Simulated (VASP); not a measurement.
Here is a VASP 6.6.1 calculation.

File INCAR:

```
ALGO = Normal ; EDIFF = 1E-6
ENCUT = 520 ; ISIF = 2
ISMEAR = 0 ; LASPH = T
LCHARG = F ; LREAL = F
LWAVE = F ; NBANDS = 44
NELM = 80 ; PREC = Accurate
SIGMA = 0.02
```

The input KPOINTS:

```
k-points
0
Gamma
  6 6 4
```

File POSCAR:

```
SiO2
1.0
    4.8734355638      0.0000000000      0.0000000000
    0.0000000000      4.8734355638      0.0000000000
    0.0000000000      0.0000000000      7.6168027783
Si O
4 8
Direct
    0.0000000000      0.0000000000      0.0000000000
    0.0000000000      0.5000000000      0.2500000000
    0.5000000000      0.5000000000      0.5000000000
    0.5000000000      0.0000000000      0.7500000000
    0.0971062359      0.2500000000      0.1250000000
    0.2500000000      0.5971062359      0.3750000000
    0.7500000000      0.4028937641      0.3750000000
    0.9028937641      0.7500000000      0.1250000000
    0.5971062359      0.7500000000      0.6250000000
    0.7500000000      0.0971062359      0.8750000000
    0.2500000000      0.9028937641      0.8750000000
    0.4028937641      0.2500000000      0.6250000000
```

Potentials or basis: VASP PAW LDA potentials, release 64 (Si, O).

The run is started by

```console
$ cat potpaw_LDA.64/Si/POTCAR potpaw_LDA.64/O/POTCAR > POTCAR
$ mpirun -np 1 vasp_std > vasp.out
```

Question: What does it give for the band gap on the k mesh?

Answer: 5.58 eV.

Question: Estimate the pressure.

Answer: -2.6 GPa.

Stress tensor (GPa, compression positive):
```
-1.43  0.00  0.00
 0.00 -1.43  0.00
 0.00  0.00 -4.86
```

Caveat: the cell differs from its parent crystal (uniaxial strain along c: +4.5 %). A k mesh can miss the band edges.
